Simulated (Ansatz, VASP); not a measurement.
**Na in VASP and in Ansatz**

```
Na
1.0
     3.41443    0.00000    0.00000
     0.00000    3.41443    0.00000
     0.00000    0.00000    3.41443
Na
1
Direct
  0.00000 0.00000 0.00000
```

Alike in both runs: functional PBE; k mesh 9 × 9 × 9; occupations fermi-dirac, width 0.1 eV; no spin polarisation.

Ansatz relaxed the structure, and its values are those at the end. VASP's run is a single point on that final structure, the one shown.

```csv
,VASP,Ansatz
version,VASP 6.6.1,Ansatz 0.2.0
potentials or method,"VASP PAW PBE potentials, release 64 (Na_pv), cutoff 520 eV","plane waves (420 eV) with PAW, scalar-relativistic"
valence electrons in the cell,7,9
```

|  | VASP | Ansatz | Ansatz less VASP |
| --- | --- | --- | --- |
| pressure (GPa) | 0.0 | 0.0 | 0.00 |

The functional is the same, so the differences come from potentials, cutoffs and numerics. VASP's potentials hold 7 valence electrons a cell and Ansatz's 9, so a difference there can come from the potentials and not from the codes.
